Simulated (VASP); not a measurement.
Input of a VASP 6.6.1 run:

File INCAR:

```
SYSTEM = ZnO
ALGO = Normal ; EDIFF = 1E-7
ENCUT = 520 ; GGA = PE
ISIF = 2 ; ISMEAR = -1
LASPH = .True. ; LCHARG = .False.
LREAL = .False. ; LWAVE = .False.
NBANDS = 26 ; NELM = 80
PREC = Accurate ; SIGMA = 0.02
```

The input KPOINTS:

```
k-points
0
Gamma
  12 12 6
  0 0 0
```

File POSCAR:

```
ZnO
1.0
    3.2353408669      0.0000000000      0.0000000000
   -1.6176704335      2.8018873806      0.0000000000
    0.0000000000      0.0000000000      5.1588423132
Zn O
2 2
Direct
    0.3333333333      0.6666666667     -0.0036448895
    0.6666666667      0.3333333333      0.4963551105
    0.3333333333      0.6666666667      0.3786448895
    0.6666666667      0.3333333333      0.8786448895
```

Potentials or basis: VASP PAW PBE potentials, release 64 (Zn, O).

Command:

```bash
$ cat potpaw_PBE.64/Zn/POTCAR potpaw_PBE.64/O/POTCAR > POTCAR
$ mpirun -np 1 vasp_std > vasp.out
```

Problem. What does it give for the pressure?

Solution. 8.8 GPa.

Problem. Predict the band gap on the k mesh.

Solution. 0.82 eV.

Forces on the atoms (eV/Å):
```
Zn   0.000  0.000 -0.007
Zn   0.000  0.000 -0.007
O    0.000  0.000  0.007
O    0.000  0.000  0.007
```

Caveat: the cell differs from its parent crystal (uniaxial z strain -1.0%); the cell stands under pressure.
